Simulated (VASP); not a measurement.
# TmB3Au (P6_3/mmc) in VASP: notebook

The runs below take TmB3Au through single point, with PBE.

Program: VASP 6.6.1. These are calculated values, not measurements. Logs are shortened: lines on timing, memory, paths and dates and some standing lists are left out, and cuts for length are marked.

### 1 The cell of the first run

Symmetry: P6_3/mmc, No. 194, hexagonal system. Conventional cell: a = 5.070 Å, b = 5.070 Å, c = 5.431 Å, α = 90.00°, β = 90.00°, γ = 120.00°. Tm (site symmetry -6m2) has 12 B at 2.58 to 2.88 Å and 6 Au at 3.23 Å within 3.4 Å. B (site symmetry mm2) has 2 B at 1.66 Å within 2.2 Å. Au (site symmetry -3m) has 6 B at 2.39 Å and 2 Au at 2.72 Å and 6 Tm at 3.23 Å within 3.3 Å.

The cell was built from a structure type or drawn by symmetry, and may not be a known phase.

### 2 Single point, PBE

The input, INCAR:

```
ALGO     = Normal         # electronic algorithm
EDIFF    = 1E-6           # SCF threshold, eV
ENCUT    = 500            # plane-wave cutoff, eV
GGA      = PE             # functional
GGA_COMPAT= F            
ISIF     = 2              # what is computed and relaxed
ISMEAR   = 0              # smearing method
LASPH    = T              # aspherical terms in the spheres
LCHARG   = T              # write CHGCAR
LELF     = T              # ELF
LMAXMIX  = 6              # l up to which the mixer works
LREAL    = F              # projectors in reciprocal space
LVHAR    = T            
LWAVE    = F              # write WAVECAR
NBANDS   = 40             # bands
NELM     = 200            # most SCF steps
PREC     = Accurate       # precision mode
SIGMA    = 0.2            # smearing width, eV
```

The input, KPOINTS:

```
k-points
0
Gamma
  4 4 4
```

The input, POSCAR:

```
TmB3Au
1.0
    5.0698940693     -0.0000000027      0.0000000000
   -2.5349470323      4.3906570598      0.0000000000
    0.0000000000      0.0000000000      5.4308656215
Tm B Au
2 6 2
Direct
    0.3333333333      0.6666666667      0.7500000000
    0.6666666667      0.3333333333      0.2500000000
    0.2239868487      0.7760131513      0.2500000000
    0.4479736975      0.2239868487      0.7500000000
    0.2239868487      0.4479736975      0.2500000000
    0.7760131513      0.2239868487      0.7500000000
    0.5520263025      0.7760131513      0.2500000000
    0.7760131513      0.5520263025      0.7500000000
    0.0000000000      0.0000000000      0.0000000000
    0.0000000000      0.0000000000      0.5000000000
```

Potentials or basis: VASP PAW PBE potentials, release 64 (Tm_3, B, Au), 4f in core.

Started as:

```sh
$ cat potpaw_PBE.64/Tm_3/POTCAR potpaw_PBE.64/B/POTCAR potpaw_PBE.64/Au/POTCAR > POTCAR
$ mpirun -np 1 vasp_std > vasp.out
```

OUTCAR:

```text
EDIFF = 1E-6
   ENCUT = 500
   GGA = PE
   ISIF = 2
   ISMEAR = 0
   LASPH = T
   LREAL = F
   NELM = 200
   PREC = Accurate

 ion  position               nearest neighbor table
   1  0.333  0.667  0.750-   4 2.58   8 2.58   6 2.58   6 2.58   4 2.58   8 2.58   5 2.88   5 2.88
                             3 2.88   3 2.88   7 2.88   7 2.88  10 3.23   9 3.23   9 3.23  10 3.23
   2  0.667  0.333  0.250-   7 2.58   5 2.58   3 2.58   3 2.58   7 2.58   5 2.58   8 2.88   8 2.88
                             6 2.88   6 2.88   4 2.88   4 2.88  10 3.23   9 3.23   9 3.23  10 3.23
   3  0.224  0.776  0.250-   5 1.66   7 1.66   9 2.39  10 2.39   2 2.58   2 2.58   1 2.88   1 2.88

   4  0.448  0.224  0.750-   8 1.66   6 1.66   9 2.39  10 2.39   1 2.58   1 2.58   2 2.88   2 2.88

   5  0.224  0.448  0.250-   3 1.66   7 1.66   9 2.39  10 2.39   2 2.58   2 2.58   1 2.88   1 2.88

   6  0.776  0.224  0.750-   8 1.66   4 1.66   9 2.39  10 2.39   1 2.58   1 2.58   2 2.88   2 2.88

   7  0.552  0.776  0.250-   5 1.66   3 1.66   9 2.39  10 2.39   2 2.58   2 2.58   1 2.88   1 2.88

   8  0.776  0.552  0.750-   6 1.66   4 1.66   9 2.39  10 2.39   1 2.58   1 2.58   2 2.88   2 2.88

   9  0.000  0.000  0.000-   3 2.39   6 2.39   5 2.39   8 2.39   7 2.39   4 2.39  10 2.72  10 2.72
                             1 3.23   2 3.23   1 3.23   2 3.23   2 3.23   1 3.23
  10  0.000  0.000  0.500-   3 2.39   6 2.39   5 2.39   8 2.39   7 2.39   4 2.39   9 2.72   9 2.72
                             1 3.23   2 3.23   1 3.23   2 3.23   2 3.23   1 3.23

  LATTYP: Found a hexagonal cell.
 ALAT       =     5.0698940693
 C/A-ratio  =     1.0711990324

  Lattice vectors:

 A1 = (   5.0698940693,  -0.0000000027,   0.0000000000)
 A2 = (  -2.5349470323,   4.3906570598,   0.0000000000)
 A3 = (   0.0000000000,   0.0000000000,   5.4308656215)

Analysis of symmetry for initial positions (statically):
=====================================================================
 Subroutine PRICEL returns:
 Original cell was already a primitive cell.

 Routine SETGRP: Setting up the symmetry group for a
 hexagonal supercell.

 Subroutine GETGRP returns: Found 24 space group operations
 (whereof 12 operations were pure point group operations)
 out of a pool of 24 trial point group operations.

The static configuration has the point symmetry D_3d.
 The point group associated with its full space group is D_6h.

Analysis of symmetry for dynamics (positions and initial velocities):
=====================================================================
 Subroutine PRICEL returns:
 Original cell was already a primitive cell.

 Routine SETGRP: Setting up the symmetry group for a
 hexagonal supercell.

 Subroutine GETGRP returns: Found 24 space group operations
 (whereof 12 operations were pure point group operations)
 out of a pool of 24 trial point group operations.

The dynamic configuration has the point symmetry D_3d.
 The point group associated with its full space group is D_6h.

 Subroutine INISYM returns: Found 24 space group operations
 (whereof 12 operations are pure point group operations),
 and found     1 'primitive' translations

----------------------------------------------------------------------------------------

                                     Primitive cell

  volume of cell :     120.8920

  direct lattice vectors                    reciprocal lattice vectors
     5.069894069 -0.000000003  0.000000000     0.197242780  0.113878172  0.000000000
    -2.534947032  4.390657060  0.000000000     0.000000000  0.227756344  0.000000000
     0.000000000  0.000000000  5.430865621     0.000000000  0.000000000  0.184132709

  length of vectors
     5.069894069  5.069894069  5.430865621     0.227756344  0.227756344  0.184132709

  position of ions in fractional coordinates (direct lattice)
     0.333333333  0.666666667  0.750000000
     0.666666667  0.333333333  0.250000000
     0.223986849  0.776013151  0.250000000
     0.447973697  0.223986849  0.750000000
     0.223986849  0.447973697  0.250000000
     0.776013151  0.223986849  0.750000000
     0.552026303  0.776013151  0.250000000
     0.776013151  0.552026303  0.750000000
     0.000000000  0.000000000  0.000000000
     0.000000000  0.000000000  0.500000000

  ion indices of the primitive-cell ions
   primitive index   ion index
                 1           1
                 2           2
                 3           3
                 4           4
                 5           5
                 6           6
                 7           7
                 8           8
                 9           9
                10          10

----------------------------------------------------------------------------------------

 KPOINTS: k-points

Automatic generation of k-mesh.
 Grid dimensions read from file:
 generate k-points for:    4    4    4

 Generating k-lattice:

  Cartesian coordinates                     Fractional coordinates (reciprocal lattice)
[... 66 lines left out ...]
     AMIX     =   0.40;   BMIX     =  1.00
     AMIX_MAG =   1.60;   BMIX_MAG =  1.00
  volume/ion in A,a.u.               =      12.09        81.58
  Fermi-wavevector in a.u.,A,eV,Ry     =   1.281598  2.421868 22.347465  1.642492
  Thomas-Fermi vector in A             =   2.413958
   LORBIT       =      0    0 simple, 1 ext, 2 COOP (PROOUT), +10 PAW based schemes
   GGA     = PE    functional components
   LHFCALC =     F    Hartree Fock is set to
   AEXX    =    0.0000 exact exchange contribution
   IVDW    =     0    specifies the selected vdW correction
   LEPSILON=     F    determine dielectric tensor
   LRPA    =     F    only Hartree local field effects (RPA)
 non-spin polarized calculation
 Gauss-broadening in eV      SIGMA  =   0.20
  energy-cutoff  :      500.00
  volume of cell :      120.89
 maximum number of plane-waves:      3091
 NGX is ok and might be reduce to    40

 number of electron      58.0000004 magnetization

 Free energy of the ion-electron system (eV)
  ---------------------------------------------------
  ext. energy  EPLUGINS =         0.00000000
  ---------------------------------------------------
  free energy    TOTEN  =       -57.92601401 eV

  energy without entropy =      -57.87340850  energy(sigma->0) =      -57.89971125

 E-fermi :   6.5001     XC(G=0): -11.9156

 val. band max:        6.4415697549   @ k =   0.2500  -0.0000   0.0000
 cond. band min:       6.5883108090   @ k =   0.2500   0.2500   0.2500
 fundamental gap:      0.1467410541
 Fermi energy:         6.5001107027

 k-point     1 :       0.0000    0.0000    0.0000
  band No.  band energies     occupation
      1     -18.0717      2.00000
      2     -17.9765      2.00000
      3     -17.9765      2.00000
      4     -17.9432      2.00000
      5     -17.9077      2.00000
      6     -17.9077      2.00000
[... 32 lines left out ...]
     39      13.2938      0.00000
     40      13.2978      0.00000

 k-point     2 :       0.2500   -0.0000    0.0000
  band No.  band energies     occupation
      1     -18.0536      2.00000
      2     -17.9814      2.00000
      3     -17.9765      2.00000
      4     -17.9592      2.00000
      5     -17.9231      2.00000
      6     -17.9054      2.00000
[... 32 lines left out ...]
     39      12.0931      0.00000
     40      12.7355      0.00000

 k-point     3 :       0.5000   -0.0000    0.0000
  band No.  band energies     occupation
      1     -18.0252      2.00000
      2     -17.9859      2.00000
      3     -17.9855      2.00000
      4     -17.9836      2.00000
      5     -17.9313      2.00000
      6     -17.9034      2.00000
[... 337 lines left out ...]
  band No.  band energies     occupation
      1     -18.0565      2.00000
      2     -18.0565      2.00000
      3     -17.9447      2.00000
      4     -17.9447      2.00000
      5     -17.9120      2.00000
      6     -17.9120      2.00000
[... 32 lines left out ...]
     39      12.0836      0.00000
     40      12.0836      0.00000

 k-point    12 :       0.2500    0.2500    0.5000
  band No.  band energies     occupation
      1     -18.0545      2.00000
      2     -18.0545      2.00000
      3     -17.9497      2.00000
      4     -17.9497      2.00000
      5     -17.9092      2.00000
      6     -17.9092      2.00000
[... 32 lines left out ...]
     39      11.8288      0.00000
     40      11.8288      0.00000

------------------------ aborting loop because EDIFF is reached ----------------------------------------

  FORCE on cell =-STRESS in cart. coord.  units (eV):
  Direction    XX          YY          ZZ          XY          YZ          ZX
  --------------------------------------------------------------------------------------
  -------------------------------------------------------------------------------------
  Total        0.5492370      0.5492370     -0.0560337      0.0000000     -0.0000000      0.0000000
  in kB        7.2790195      7.2790195     -0.7426130      0.0000000     -0.0000000      0.0000000
  external PRESSURE =       4.6051420 kB  Pullay stress =       0.0000000 kB

 VOLUME and BASIS-vectors are now :
 -----------------------------------------------------------------------------
  energy-cutoff  :      500.00
  volume of cell :      120.89
      direct lattice vectors                 reciprocal lattice vectors
     5.069894069 -0.000000003  0.000000000     0.197242780  0.113878172  0.000000000
    -2.534947032  4.390657060  0.000000000     0.000000000  0.227756344  0.000000000
     0.000000000  0.000000000  5.430865621     0.000000000  0.000000000  0.184132709

 POSITION                                       TOTAL-FORCE (eV/Angst)
 -----------------------------------------------------------------------------------
      0.00000      2.92710      4.07315         0.000000     -0.000000     -0.000000
      2.53495      1.46355      1.35772         0.000000      0.000000     -0.000000
     -0.83156      3.40721      1.35772        -0.013424      0.007750      0.000000
      1.70338      0.98345      4.07315        -0.013424     -0.007750     -0.000000
      0.00000      1.96690      1.35772        -0.000000     -0.015500     -0.000000
      3.36651      0.98345      4.07315         0.013424     -0.007750     -0.000000
      0.83156      3.40721      1.35772         0.013424      0.007750      0.000000
      2.53495      2.42376      4.07315         0.000000      0.015500      0.000000
      0.00000      0.00000      0.00000         0.000000      0.000000     -0.000000
      0.00000      0.00000      2.71543         0.000000      0.000000     -0.000000
 -----------------------------------------------------------------------------------
    total drift:                               -0.000000      0.000000     -0.000000

  FREE ENERGIE OF THE ION-ELECTRON SYSTEM (eV)
  ---------------------------------------------------
  free  energy   TOTEN  =       -57.9260140130 eV

  energy  without entropy=      -57.8734084967  energy(sigma->0) =      -57.89971125
```

It took 52 s on 1 thread of Intel Xeon 6975P-C (Granite Rapids), shared host; peak memory 0.26 GiB.

Results:

```
Free energy            : -57.9260 eV
Pressure               : 0.5 GPa
Largest force          : 0.016 eV/Å
Band gap on the k mesh : zero (bands 29 and 30 overlap by 1.52 eV)
```

Forces on the atoms (eV/Å):
```
Tm   0.000  0.000  0.000
Tm   0.000  0.000  0.000
B   -0.013  0.008  0.000
B   -0.013 -0.008  0.000
B    0.000 -0.015  0.000
B    0.013 -0.008  0.000
B    0.013  0.008  0.000
B    0.000  0.015  0.000
Au   0.000  0.000  0.000
Au   0.000  0.000  0.000
```

Levels at points of the mesh, in eV from the Fermi level:
```
           k point  band 25  band 26  band 27  band 28  band 29  band 30  band 31  band 32  band 33  band 34
(0.00, 0.00, 0.00)    -1.82    -1.17    -1.17    -1.06     0.39     0.39     1.34     1.34     3.12     3.12
(0.50, 0.00, 0.00)    -2.20    -1.83    -1.60    -1.37    -0.99     0.52     1.95     3.18     3.38     4.08
(0.00, 0.00, 0.50)    -2.26    -2.26    -0.56    -0.56    -0.56    -0.56     3.60     3.60     3.60     3.60
(0.50, 0.00, 0.50)    -2.32    -2.32    -0.56    -0.56     0.28     0.28     2.54     2.54     3.42     3.42
```

Caveat: spin-orbit coupling is left out, which moves the levels of the heavy elements; the 4f electrons are frozen in the core, so they carry no moment and show no levels.

### 3 Single point, PBE

The input, INCAR:

```
SYSTEM = TmB3Au
PREC = Accurate ; ENCUT = 500
EDIFF = 1E-6 ; ISMEAR = 0
SIGMA = 0.1 ; LREAL = .False.
LASPH = .True. ; NELM = 200
ALGO = Normal ; ISIF = 2
LWAVE = .False. ; LCHARG = .False.
GGA = PE ; NBANDS = 40
GGA_COMPAT = .False. ; LMAXMIX = 6
```

The input, KPOINTS:

```
regular mesh
0
Gamma
  6 6 4
  0 0 0
```

POSCAR, as its differences from that of step 2:

```diff
@@ -2,4 +2,4 @@
 1.0
-    5.0698940693     -0.0000000027      0.0000000000
-   -2.5349470323      4.3906570598      0.0000000000
+    5.0698940693      0.0000000000      0.0000000000
+   -2.5349470346      4.3906570585      0.0000000000
     0.0000000000      0.0000000000      5.4308656215
```

Potentials or basis: VASP PAW PBE potentials, release 64 (Tm_3, B, Au), 4f in core.

Started as:

```sh
$ cat potpaw_PBE.64/Tm_3/POTCAR potpaw_PBE.64/B/POTCAR potpaw_PBE.64/Au/POTCAR > POTCAR
$ mpirun -np 1 vasp_std > vasp.out
```

Run time: 72 s. Hardware: 1 thread of Intel Xeon 6975P-C (Granite Rapids), shared host; peak memory 0.28 GiB.

Results (log left out):

```
Free energy            : -57.8497 eV
Pressure               : 0.6 GPa
Largest force          : 0.130 eV/Å
Band gap on the k mesh : zero (bands 29 and 30 overlap by 2.27 eV)
```

Forces on the atoms (eV/Å):
```
Tm   0.000  0.000  0.000
Tm   0.000  0.000  0.000
B   -0.112  0.065  0.000
B   -0.112 -0.065  0.000
B    0.000 -0.130  0.000
B    0.112 -0.065  0.000
B    0.112  0.065  0.000
B    0.000  0.130  0.000
Au   0.000  0.000  0.000
Au   0.000  0.000  0.000
```

Stress tensor (GPa, compression positive):
```
0.78 0.00 0.00
0.00 0.78 0.00
0.00 0.00 0.31
```

Levels at points of the mesh, in eV from the Fermi level:
| k point | band 27 | band 28 | band 29 | band 30 | band 31 | band 32 |
| --- | --- | --- | --- | --- | --- | --- |
| (0.00, 0.00, 0.00) | -1.19 | -1.10 | 0.37 | 0.37 | 1.32 | 1.32 |
| (0.50, 0.00, 0.00) | -1.62 | -1.38 | -1.01 | 0.51 | 1.93 | 3.17 |
| (0.00, 0.00, 0.50) | -0.58 | -0.58 | -0.58 | -0.58 | 3.58 | 3.58 |
| (0.50, 0.00, 0.50) | -0.58 | -0.58 | 0.27 | 0.27 | 2.52 | 2.52 |

Caveat: spin-orbit coupling is left out, which moves the levels of the heavy elements; the 4f electrons are frozen in the core, so they carry no moment and show no levels.

### 4 Single point, PBE

The input, INCAR:

```
PREC = Accurate
ENCUT = 500
EDIFF = 1E-6
ISMEAR = 0
SIGMA = 0.2
LREAL = False
LASPH = True
NELM = 200
ALGO = Normal
ISIF = 2
LWAVE = False
LCHARG = False
GGA = PE
NBANDS = 40
GGA_COMPAT = False
LMAXMIX = 6
```

The input, KPOINTS:

```
regular mesh
0
Gamma
  6 6 4
```

The input, POSCAR:

```
TmB3Au
1.0
    5.0706466155      0.0000000000      0.0000000000
   -2.5353233077      4.3913087826      0.0000000000
    0.0000000000      0.0000000000      5.4311464451
Tm B Au
2 6 2
Direct
    0.3333333333      0.6666666667      0.7500000000
    0.6666666667      0.3333333333      0.2500000000
    0.2237067775      0.7762932225      0.2500000000
    0.4474135551      0.2237067775      0.7500000000
    0.2237067775      0.4474135551      0.2500000000
    0.7762932225      0.2237067775      0.7500000000
    0.5525864449      0.7762932225      0.2500000000
    0.7762932225      0.5525864449      0.7500000000
    0.0000000000      0.0000000000      0.0000000000
    0.0000000000      0.0000000000      0.5000000000
```

Started as:

```sh
$ cat potpaw_PBE.64/Tm_3/POTCAR potpaw_PBE.64/B/POTCAR potpaw_PBE.64/Au/POTCAR > POTCAR
$ mpirun -np 1 vasp_std > vasp.out
```

Wall time 61 s (1 thread of Intel Xeon 6975P-C (Granite Rapids), shared host); peak memory 0.29 GiB.

Results (log left out):

* Free energy: -57.8768 eV
* Pressure: 0.4 GPa
* Largest force: 0.025 eV/Å
* Band gap on the k mesh: zero (bands 29 and 30 overlap by 2.28 eV)

Forces in eV/Å, atoms in the order of the input:
```
Tm   0.000  0.000  0.000
Tm   0.000  0.000  0.000
B   -0.022  0.013  0.000
B   -0.022 -0.013  0.000
B    0.000 -0.025  0.000
B    0.022 -0.013  0.000
B    0.022  0.013  0.000
B    0.000  0.025  0.000
Au   0.000  0.000  0.000
Au   0.000  0.000  0.000
```

Stress tensor (GPa, compression positive):
```
0.52 0.00 0.00
0.00 0.52 0.00
0.00 0.00 0.17
```

Levels at points of the mesh, in eV from the Fermi level:
```tsv
k point	band 25	band 26	band 27	band 28	band 29	band 30	band 31	band 32	band 33	band 34
(0.00, 0.00, 0.00)	-1.83	-1.19	-1.19	-1.08	0.35	0.35	1.31	1.31	3.09	3.09
(0.50, 0.00, 0.00)	-2.23	-1.86	-1.63	-1.39	-1.01	0.51	1.94	3.16	3.35	4.04
(0.00, 0.00, 0.50)	-2.27	-2.27	-0.59	-0.59	-0.59	-0.59	3.58	3.58	3.58	3.58
(0.50, 0.00, 0.50)	-2.34	-2.34	-0.59	-0.59	0.27	0.27	2.51	2.51	3.40	3.40
```

Caveat: spin-orbit coupling is left out, which moves the levels of the heavy elements; the 4f electrons are frozen in the core, so they carry no moment and show no levels.

### 5 Overview

| cell | k mesh | smearing | gap on the mesh (eV) | pressure (GPa) | largest force (eV/Å) |
| --- | --- | --- | --- | --- | --- |
| a = 5.070, b = 5.070, c = 5.431 Å, angles 90.0, 90.0, 120.0°, 10 atoms | 4 × 4 × 4 | gaussian 0.2 eV | none | 0.5 | 0.02 |
| a = 5.070, b = 5.070, c = 5.431 Å, angles 90.0, 90.0, 120.0°, 10 atoms | 6 × 6 × 4 | gaussian 0.1 eV | none | 0.6 | 0.13 |
| a = 5.071, b = 5.071, c = 5.431 Å, angles 90.0, 90.0, 120.0°, 10 atoms | 6 × 6 × 4 | gaussian 0.2 eV | none | 0.4 | 0.03 |

Some of these runs hold the atoms at other places in the same cell, which the table doesn't show; runs alike in all that it shows share one row.

Alike in all rows: task single point; level PBE; potentials or basis VASP PAW PBE potentials, release 64 (Tm_3, B, Au), 4f in core; no spin polarisation; cutoff (eV) 500.

Caveats: spin-orbit coupling is left out, which moves the levels of the heavy elements; the 4f electrons are frozen in the core, so they carry no moment and show no levels.

Absolute energies hang on the potentials; compare differences alone.
